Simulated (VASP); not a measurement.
Write the native input for VASP 6.6.1 that does the following.

```
Task                   : electric field gradients
Functional             : PBE
Potentials or basis    : VASP PAW PBE potentials, release 64 (Zn)
Cutoff                 : 520 eV
k mesh                 : 16 × 16 × 8
Occupations            : fermi-dirac, width 0.03 eV
Spin                   : no spin polarisation
Dipole correction      : no
Further INCAR settings : ALGO = Normal; EDIFF = 1e-08; NBANDS = 19
```

The structure of Zn lies in POSCAR:

```
Zn
1.0
    2.6647980532      0.0000000000      0.0000000000
   -1.3323990266      2.3077828100      0.0000000000
    0.0000000000      0.0000000000      4.9467000000
Zn
2
Direct
    0.3504209124      0.6791756428      0.2558358097
    0.6666666667      0.3333333333      0.7500000000
```

This cell differs from its parent crystal: atom 1 (Zn) moved by [0.028868, 0.028868, 0.028868] A.

These files were run (other wordings do the same):

INCAR

```
SYSTEM = Zn
PREC = Accurate
ENCUT = 520
EDIFF = 1E-8
ISMEAR = -1
SIGMA = 0.03
LREAL = .FALSE.
LASPH = .TRUE.
NELM = 100
ALGO = Normal
ISIF = 2
LWAVE = .FALSE.
LCHARG = .FALSE.
GGA = PE
LEFG = .TRUE.
NBANDS = 19
```

KPOINTS

```
regular mesh
0
G
  16 16 8
  0 0 0
```

Potentials or basis: VASP PAW PBE potentials, release 64 (Zn).

The run is started by

```sh
$ cat potpaw_PBE.64/Zn/POTCAR > POTCAR
$ mpirun -np 1 vasp_std > vasp.out
```

Results of the run:

| Property | Result |
| --- | --- |
| Pressure | -0.1 GPa |
| Largest force | 0.068 eV/Å |
| Band gap on the k mesh | zero (bands 12 and 13 overlap by 4.31 eV) |
| Largest electric field gradient by atom | Zn +37.9 V/Å² |

Caveat: the cell differs from its parent crystal (atom 1 (Zn) moved by [0.028868, 0.028868, 0.028868] A); without QUAD_EFG the Cq values of the log hold for a quadrupole moment of 1 mb, not for the nuclei.

Run time: 7.1 min on 1 thread of Intel(R) Xeon(R) Platinum 8259CL CPU @ 2.50GHz (Skylake/Cascade Lake), on a shared host, peak memory 0.54 GiB.
